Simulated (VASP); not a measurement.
# Ga2O3 (P-3m1) in VASP: a series of runs

Aim: see how the results for Ga2O3 move with the level of theory and the settings. Levels: LDA, PBEsol, r2SCAN. Tasks: single point.

Everything below comes from runs of VASP 6.6.1. Logs are shortened: lines on timing, memory, paths and dates and some standing lists are left out, and cuts for length are marked.

### Step 1. The cell of the first run

The structure is trigonal, space group P-3m1 (No. 164). Conventional cell: a = 2.991 Å, b = 2.991 Å, c = 6.846 Å, α = 90.00°, β = 90.00°, γ = 120.00°. Within 2.5 Å of Ga (site symmetry 3m) lie 6 O at 1.87 to 2.22 Å. O (site symmetry -3m) has 6 Ga at 2.22 Å and 12 O at 2.73 to 2.99 Å within 3.0 Å. O (site symmetry 3m) has 3 Ga at 1.87 Å within 2.5 Å.

### Step 2. Single point, LDA

Input file INCAR:

```
PREC = Accurate ; ENCUT = 520
EDIFF = 1E-6 ; ISMEAR = 0
SIGMA = 0.01 ; LREAL = False
LASPH = True ; NELM = 60
ALGO = Normal ; ISIF = 2
LWAVE = False ; LCHARG = True
GGA = CA ; LELF = True
LVHAR = True ; NBANDS = 30
```

Input file KPOINTS:

```
regular mesh
0
Gamma
  12 12 4
```

Input file POSCAR:

```
Ga2O3
1.0
    2.9909457806      0.0000000000      0.0000000000
   -1.4954728903      2.5902350273      0.0000000000
    0.0000000000      0.0000000000      6.8458074855
Ga O
2 3
Direct
    0.3333333333      0.6666666667      0.2039192948
    0.6666666667      0.3333333333      0.7960807052
    0.0000000000      0.0000000000      0.0000000000
    0.3333333333      0.6666666667      0.6915990720
    0.6666666667      0.3333333333      0.3084009280
```

Potentials or basis: VASP PAW LDA potentials, release 64 (Ga_d, O).

On the command line:

```sh
$ cat potpaw_LDA.64/Ga_d/POTCAR potpaw_LDA.64/O/POTCAR > POTCAR
$ mpirun -np 1 vasp_std > vasp.out
```

OUTCAR:

```text
PREC = Accurate
   ENCUT = 520
   EDIFF = 1E-6
   ISMEAR = 0
   LREAL = False
   LASPH = True
   NELM = 60
   ISIF = 2
   GGA = CA

 ion  position               nearest neighbor table
   1  0.333  0.667  0.204-   5 1.87   5 1.87   5 1.87   3 2.22   3 2.22   3 2.22
   2  0.667  0.333  0.796-   4 1.87   4 1.87   4 1.87   3 2.22   3 2.22   3 2.22
   3  0.000  0.000  0.000-   1 2.22   2 2.22   1 2.22   2 2.22   2 2.22   1 2.22
   4  0.333  0.667  0.692-   2 1.87   2 1.87   2 1.87
   5  0.667  0.333  0.308-   1 1.87   1 1.87   1 1.87

  LATTYP: Found a hexagonal cell.
 ALAT       =     2.9909457806
 C/A-ratio  =     2.2888437263

  Lattice vectors:

 A1 = (   2.9909457806,   0.0000000000,   0.0000000000)
 A2 = (  -1.4954728903,   2.5902350273,   0.0000000000)
 A3 = (   0.0000000000,   0.0000000000,   6.8458074855)

Analysis of symmetry for initial positions (statically):
=====================================================================
 Subroutine PRICEL returns:
 Original cell was already a primitive cell.

 Routine SETGRP: Setting up the symmetry group for a
 hexagonal supercell.

 Subroutine GETGRP returns: Found 12 space group operations
 (whereof 12 operations were pure point group operations)
 out of a pool of 24 trial point group operations.

The static configuration has the point symmetry D_3d.

Analysis of symmetry for dynamics (positions and initial velocities):
=====================================================================
 Subroutine PRICEL returns:
 Original cell was already a primitive cell.

 Routine SETGRP: Setting up the symmetry group for a
 hexagonal supercell.

 Subroutine GETGRP returns: Found 12 space group operations
 (whereof 12 operations were pure point group operations)
 out of a pool of 24 trial point group operations.

The dynamic configuration has the point symmetry D_3d.

 Subroutine INISYM returns: Found 12 space group operations
 (whereof 12 operations are pure point group operations),
 and found     1 'primitive' translations

----------------------------------------------------------------------------------------

                                     Primitive cell

  volume of cell :      53.0362

  direct lattice vectors                    reciprocal lattice vectors
     2.990945781  0.000000000  0.000000000     0.334342403  0.193032676  0.000000000
    -1.495472890  2.590235027  0.000000000     0.000000000  0.386065353  0.000000000
     0.000000000  0.000000000  6.845807485     0.000000000  0.000000000  0.146074806

  length of vectors
     2.990945781  2.990945781  6.845807485     0.386065353  0.386065353  0.146074806

  position of ions in fractional coordinates (direct lattice)
     0.333333333  0.666666667  0.203919295
     0.666666667  0.333333333  0.796080705
     0.000000000  0.000000000  0.000000000
     0.333333333  0.666666667  0.691599072
     0.666666667  0.333333333  0.308400928

  ion indices of the primitive-cell ions
   primitive index   ion index
                 1           1
                 2           2
                 3           3
                 4           4
                 5           5

----------------------------------------------------------------------------------------

 KPOINTS: regular mesh

Automatic generation of k-mesh.
 Grid dimensions read from file:
 generate k-points for:   12   12    4

 Generating k-lattice:

  Cartesian coordinates                     Fractional coordinates (reciprocal lattice)
     0.027861867  0.016086056  0.000000000     0.083333333 -0.000000000  0.000000000
     0.000000000  0.032172113  0.000000000     0.000000000  0.083333333  0.000000000
     0.000000000  0.000000000  0.036518701     0.000000000  0.000000000  0.250000000

  Length of vectors
     0.032172113  0.032172113  0.036518701

  Shift w.r.t. Gamma in fractional coordinates (k-lattice)
     0.000000000  0.000000000  0.000000000

 Subroutine IBZKPT returns following result:
 ===========================================

 Found     69 irreducible k-points:

 Following reciprocal coordinates:
            Coordinates               Weight
  0.000000  0.000000  0.000000      1.000000
  0.083333 -0.000000  0.000000      6.000000
  0.166667  0.000000  0.000000      6.000000
  0.250000  0.000000  0.000000      6.000000
  0.333333  0.000000  0.000000      6.000000
  0.416667 -0.000000  0.000000      6.000000
[... 16 lines left out ...]
  0.166667  0.000000  0.250000      6.000000
  0.000000  0.166667  0.250000      6.000000
 [... further k-points ...]
   k-points           NKPTS =     69   k-points in BZ     NKDIM =     69   number of bands    NBANDS=     30
   number of dos      NEDOS =    301   number of ions     NIONS =      5
   total plane-waves  NPLWV =  31104
   dimension x,y,z NGX =    24 NGY =   24 NGZ =   54
   dimension x,y,z NGXF=    48 NGYF=   48 NGZF=  108
   ions per type =               2   3
   NGX,Y,Z   is equivalent  to a cutoff of  13.34, 13.34, 13.11 a.u.
   NGXF,Y,Z  is equivalent  to a cutoff of  26.68, 26.68, 26.23 a.u.
 SYSTEM =  unknown system
   PREC   = accura    normal or accurate (medium, high low for compatibility)
   ISTART =      0    job   : 0-new  1-cont  2-samecut
   ICHARG =      2    charge: 1-file 2-atom 10-const
   ISPIN  =      1    spin polarized calculation?
   LNONCOLLINEAR =      F non collinear calculations
   LSORBIT =      F    spin-orbit coupling
   LASPH  =      T    aspherical Exc in radial PAW
   ENCUT  =  520.0 eV  38.22 Ry    6.18 a.u.   5.56  5.56 12.73*2*pi/ulx,y,z
   NELM   =     60;   NELMIN=  2; NELMDL= -5     # of ELM steps
   EDIFF  = 0.1E-05   stopping-criterion for ELM
   LREAL  =      F    real-space projection
   EDIFFG = 0.1E-04   stopping-criterion for IOM
   NSW    =      0    number of steps for IOM
   IBRION =     -1    ionic relax: 0-MD 1-quasi-New 2-CG
   NFREE  =      0    steps in history (QN), initial steepest desc. (CG)
   ISIF   =      2    stress and relaxation
   ISYM   =      2    0-nonsym 1-usesym 2-fastsym
   POTIM  = 0.5000    time-step for ionic-motion
   TEBEG  =    0.0;   TEEND  =   0.0 temperature during run
   PSTRESS=    0.0 pullay stress
   NELECT =      44.0000    total number of electrons
   NUPDOWN=      -1.0000    fix difference up-down
   EMIN   =  10.00;   EMAX   =-10.00  energy-range for DOS
   EFERMI =   0.00;   METHOD = LEGACY
   ISMEAR =     0;   SIGMA  =   0.01  broadening in eV -4-tet -1-fermi 0-gaus
   EFERMI_NEDOS =   21; number of points for ismear=-14 and -15
   IALGO  =     38    algorithm
   IMIX   =      4    mixing-type and parameters
     AMIX     =   0.40;   BMIX     =  1.00
     AMIX_MAG =   1.60;   BMIX_MAG =  1.00
  volume/ion in A,a.u.               =      10.61        71.58
  Fermi-wavevector in a.u.,A,eV,Ry     =   1.538278  2.906925 32.195469  2.366300
  Thomas-Fermi vector in A             =   2.644669
   LORBIT       =      0    0 simple, 1 ext, 2 COOP (PROOUT), +10 PAW based schemes
   GGA     = CA    functional components
   LHFCALC =     F    Hartree Fock is set to
   AEXX    =    0.0000 exact exchange contribution
   IVDW    =     0    specifies the selected vdW correction
   LEPSILON=     F    determine dielectric tensor
   LRPA    =     F    only Hartree local field effects (RPA)
 non-spin polarized calculation
 Gauss-broadening in eV      SIGMA  =   0.01
  energy-cutoff  :      520.00
  volume of cell :       53.04
 maximum number of plane-waves:      1460
 NGX is ok and might be reduce to    24
   NGX = 11   NGY = 11   NGZ = 25

 number of electron      44.0000036 magnetization

 Free energy of the ion-electron system (eV)
  ---------------------------------------------------
  ext. energy  EPLUGINS =         0.00000000
  ---------------------------------------------------
  free energy    TOTEN  =       -33.25664743 eV

  energy without entropy =      -33.25664743  energy(sigma->0) =      -33.25664743

 E-fermi :   3.4698     XC(G=0): -12.0736

 val. band max:        3.3837266885   @ k =   0.0000   0.0000   0.0000
 cond. band min:       5.7783887737   @ k =   0.0000   0.0000   0.0000
 fundamental gap:      2.3946620851
 Fermi energy:         3.4697786251

 k-point     1 :       0.0000    0.0000    0.0000
  band No.  band energies     occupation
      1     -15.5024      2.00000
      2     -14.6488      2.00000
      3     -13.2540      2.00000
      4      -9.7734      2.00000
      5      -9.7734      2.00000
      6      -9.7255      2.00000
[... 22 lines left out ...]
     29      15.7880      0.00000
     30      17.2534      0.00000

 k-point     2 :       0.0833   -0.0000    0.0000
  band No.  band energies     occupation
      1     -15.4199      2.00000
      2     -14.6002      2.00000
      3     -13.2665      2.00000
      4      -9.7542      2.00000
      5      -9.7435      2.00000
      6      -9.7306      2.00000
[... 22 lines left out ...]
     29      15.8167      0.00000
     30      16.5681      0.00000

 k-point     3 :       0.1667    0.0000    0.0000
  band No.  band energies     occupation
      1     -15.1847      2.00000
      2     -14.4686      2.00000
      3     -13.2989      2.00000
      4      -9.7264      2.00000
      5      -9.7045      2.00000
      6      -9.6758      2.00000
[... 22 lines left out ...]
     29      15.8347      0.00000
     30      16.2067      0.00000

 k-point     4 :       0.2500    0.0000    0.0000
  band No.  band energies     occupation
      1     -14.8382      2.00000
      2     -14.2939      2.00000
      3     -13.3366      2.00000
      4      -9.6892      2.00000
      5      -9.6496      2.00000
      6      -9.6099      2.00000
[... 616 lines left out ...]
     29      16.4795      0.00000
     30      16.7729      0.00000

 k-point    23 :       0.1667    0.0000    0.2500
  band No.  band energies     occupation
      1     -15.1442      2.00000
      2     -14.5436      2.00000
      3     -13.2619      2.00000
      4      -9.7262      2.00000
      5      -9.7059      2.00000
      6      -9.6756      2.00000
[... 22 lines left out ...]
     29      16.1333      0.00000
     30      16.4908      0.00000

 k-point    24 :       0.0000    0.1667    0.2500
  band No.  band energies     occupation
      1     -15.1458      2.00000
      2     -14.5402      2.00000
      3     -13.2643      2.00000
      4      -9.7257      2.00000
      5      -9.7050      2.00000
      6      -9.6762      2.00000
[... 22 lines left out ...]
     29      16.2123      0.00000
     30      16.7464      0.00000

 [... further k-points ...]

------------------------ aborting loop because EDIFF is reached ----------------------------------------

  FORCE on cell =-STRESS in cart. coord.  units (eV):
  Direction    XX          YY          ZZ          XY          YZ          ZX
  --------------------------------------------------------------------------------------
  -------------------------------------------------------------------------------------
  Total       -1.0013223     -1.0013223     -1.0519681      0.0000000      0.0000000     -0.0000000
  in kB      -30.2490734    -30.2490734    -31.7790380      0.0000000      0.0000000     -0.0000000
  external PRESSURE =     -30.7590616 kB  Pullay stress =       0.0000000 kB

 VOLUME and BASIS-vectors are now :
 -----------------------------------------------------------------------------
  energy-cutoff  :      520.00
  volume of cell :       53.04
      direct lattice vectors                 reciprocal lattice vectors
     2.990945781  0.000000000  0.000000000     0.334342403  0.193032676  0.000000000
    -1.495472890  2.590235027  0.000000000     0.000000000  0.386065353  0.000000000
     0.000000000  0.000000000  6.845807485     0.000000000  0.000000000  0.146074806

 POSITION                                       TOTAL-FORCE (eV/Angst)
 -----------------------------------------------------------------------------------
     -0.00000      1.72682      1.39599        -0.000000     -0.000000     -0.064789
      1.49547      0.86341      5.44982        -0.000000      0.000000      0.064789
      0.00000      0.00000      0.00000        -0.000000      0.000000      0.000000
     -0.00000      1.72682      4.73455         0.000000      0.000000      0.052101
      1.49547      0.86341      2.11125         0.000000     -0.000000     -0.052101
 -----------------------------------------------------------------------------------
    total drift:                                0.000000     -0.000000      0.000000

  FREE ENERGIE OF THE ION-ELECTRON SYSTEM (eV)
  ---------------------------------------------------
  free  energy   TOTEN  =       -33.2566474271 eV

  energy  without entropy=      -33.2566474271  energy(sigma->0) =      -33.25664743
```

Run time: 2.1 min. Hardware: 1 thread of Intel Xeon Platinum 8259CL at 2.50GHz (Skylake/Cascade Lake), shared host; peak memory 0.21 GiB.

What came out:

| Item | Value |
| --- | --- |
| Free energy | -33.2566 eV |
| Pressure | -3.1 GPa |
| Largest force | 0.065 eV/Å |
| Band gap on the k mesh | 2.39 eV |

Forces on the atoms (eV/Å):
```
Ga   0.000  0.000 -0.065
Ga   0.000  0.000  0.065
O    0.000  0.000  0.000
O    0.000  0.000  0.052
O    0.000  0.000 -0.052
```

Caveat: the cell stands under tension.

### Step 3. Single point, PBEsol

This run uses another cell than the first one, of 10.85 Å³/atom.

Input file INCAR:

```
PREC = Accurate
ENCUT = 520
EDIFF = 1E-6
ISMEAR = -1
SIGMA = 0.02
LREAL = F
LASPH = T
NELM = 100
ALGO = Normal
ISIF = 2
LWAVE = F
LCHARG = F
GGA = PS
NBANDS = 30
```

KPOINTS is that of step 2.

Input file POSCAR:

```
Ga2O3
1.0
    2.9928036924      0.0000000000      0.0000000000
   -1.4964018462      2.5918440261      0.0000000000
    0.0000000000      0.0000000000      6.9956666551
Ga O
2 3
Direct
    0.3333333333      0.6666666667      0.1994346921
    0.6666666667      0.3333333333      0.8005653079
    0.0000000000      0.0000000000      0.0000000000
    0.3333333333      0.6666666667      0.6959936415
    0.6666666667      0.3333333333      0.3040063585
```

Potentials or basis: VASP PAW PBE potentials, release 64 (Ga_d, O).

On the command line:

```sh
$ cat potpaw_PBE.64/Ga_d/POTCAR potpaw_PBE.64/O/POTCAR > POTCAR
$ mpirun -np 1 vasp_std > vasp.out
```

Run time: 2.2 min. Hardware: 1 thread of Intel Xeon Platinum 8259CL at 2.50GHz (Skylake/Cascade Lake), shared host; peak memory 0.23 GiB.

The run converged. Its results:

| Item | Value |
| --- | --- |
| Free energy | -31.1737 eV |
| Pressure | 0.5 GPa |
| Largest force | 0.070 eV/Å |
| Band gap on the k mesh | 2.47 eV |

Forces in eV/Å, atoms in the order of the input:
```
Ga   0.000  0.000  0.070
Ga   0.000  0.000 -0.070
O    0.000  0.000  0.000
O    0.000  0.000  0.011
O    0.000  0.000 -0.011
```

Stress tensor (GPa, compression positive):
```
0.70 0.00 0.00
0.00 0.70 0.00
0.00 0.00 0.18
```

Levels at points of the mesh, in eV from the valence-band top:
| k point | band 19 | band 20 | band 21 | band 22 | band 23 | band 24 | band 25 | band 26 |
| --- | --- | --- | --- | --- | --- | --- | --- | --- |
| (0.00, 0.00, 0.00) | -0.99 | -0.83 | -0.83 | 0.00 | 2.47 | 5.58 | 6.44 | 11.25 |
| (0.50, 0.00, 0.00) | -1.89 | -1.46 | -0.71 | -0.55 | 4.34 | 7.57 | 7.93 | 9.93 |
| (0.00, 0.00, 0.50) | -0.94 | -0.94 | -0.85 | -0.85 | 3.39 | 4.97 | 6.48 | 10.82 |
| (0.50, 0.00, 0.50) | -2.12 | -1.73 | -0.66 | -0.22 | 4.55 | 7.38 | 7.45 | 10.30 |

Caveat: the PAW data sets were made with another functional, which shifts forces and pressure a little. A k mesh can miss the band edges.

### Step 4. Single point, r2SCAN

Input file POSCAR:

```
Ga2O3
1.0
    2.9909457806      0.0000000000      0.0000000000
   -1.4954728903      2.5902350273      0.0000000000
    0.0000000000      0.0000000000      6.8458074855
Ga O
2 3
Direct
    0.3333333333      0.6666666667      0.2039192948
    0.6666666667      0.3333333333      0.7960807052
    0.0000000000      0.0000000000      0.0000000000
    0.3333333333      0.6666666667      0.6915990720
    0.6666666667      0.3333333333      0.3084009280
```

Input file INCAR.step1:

```
PREC = Accurate
ENCUT = 520
ISMEAR = -1
SIGMA = 0.02
LREAL = F
LASPH = T
NELM = 60
NBANDS = 30
GGA = PE
ALGO = Normal
EDIFF = 1E-4
LWAVE = T
LCHARG = F
```

Input file INCAR.step2:

```
PREC = Accurate
ENCUT = 520
EDIFF = 1E-7
ISMEAR = -1
SIGMA = 0.02
LREAL = F
LASPH = T
NELM = 60
ALGO = Normal
ISIF = 2
LWAVE = F
LCHARG = F
METAGGA = R2SCAN
LMIXTAU = T
NBANDS = 30
ISTART = 1
```

KPOINTS is that of step 3.

On the command line:

```sh
$ cat potpaw_PBE.64/Ga_d/POTCAR potpaw_PBE.64/O/POTCAR > POTCAR
$ cp INCAR.step1 INCAR
$ mpirun -np 1 vasp_std > vasp.out
$ cp INCAR.step2 INCAR
$ mpirun -np 1 vasp_std > vasp.out
```

Run time: 11 min. Hardware: 1 thread of Intel Xeon Platinum 8259CL at 2.50GHz (Skylake/Cascade Lake), shared host; peak memory 0.24 GiB.

The run converged. Its results:

| Item | Value |
| --- | --- |
| Free energy | -50.3171 eV |
| Pressure | 1.8 GPa |
| Largest force | 0.111 eV/Å |
| Band gap on the k mesh | 3.09 eV |

Forces in eV/Å, atoms in the order of the input:
```
Ga   0.000  0.000 -0.047
Ga   0.000  0.000  0.047
O    0.000  0.000  0.000
O    0.000  0.000 -0.111
O    0.000  0.000  0.111
```

Stress tensor (GPa, compression positive):
```
2.44 0.00 0.00
0.00 2.44 0.00
0.00 0.00 0.66
```

Levels at points of the mesh, in eV from the valence-band top:
```tsv
k point	band 18	band 19	band 20	band 21	band 22	band 23	band 24	band 25	band 26	band 27
(0.00, 0.00, 0.00)	-1.09	-1.09	-0.91	-0.91	0.00	3.09	6.36	7.31	12.29	13.39
(0.50, 0.00, 0.00)	-2.18	-1.91	-1.52	-0.79	-0.67	5.09	8.42	8.89	10.91	12.53
(0.00, 0.00, 0.50)	-1.15	-1.01	-1.01	-0.94	-0.94	4.06	5.67	7.34	11.90	13.26
(0.50, 0.00, 0.50)	-2.33	-2.19	-1.85	-0.72	-0.28	5.33	8.25	8.28	11.30	12.64
```

Caveat: the PAW data sets were made with another functional, which shifts forces and pressure a little.

### Step 5. Overview

```tsv
level	potentials or basis	cell	smearing	gap on the mesh (eV)	pressure (GPa)	largest force (eV/Å)
LDA	VASP PAW LDA potentials, release 64 (Ga_d, O)	a = 2.991, b = 2.991, c = 6.846 Å, angles 90.0, 90.0, 120.0°, 5 atoms, atomic positions A	gaussian 0.01 eV	2.39	-3.1	0.06
PBEsol	VASP PAW PBE potentials, release 64 (Ga_d, O)	a = 2.993, b = 2.993, c = 6.996 Å, angles 90.0, 90.0, 120.0°, 5 atoms, atomic positions B	fermi-dirac 0.02 eV	2.47	0.5	0.07
r2SCAN	VASP PAW PBE potentials, release 64 (Ga_d, O)	a = 2.991, b = 2.991, c = 6.846 Å, angles 90.0, 90.0, 120.0°, 5 atoms, atomic positions A	fermi-dirac 0.02 eV	3.09	1.8	0.11
```

Alike in all rows: task single point; no spin polarisation; k mesh 12 × 12 × 4; cutoff (eV) 520.

Caveats: the PAW data sets were made with another functional, which shifts forces and pressure a little (at least some runs); the cell stands under tension (at least some runs).

Total energies depend on the potentials used, so only differences within one code and one set of settings carry meaning.
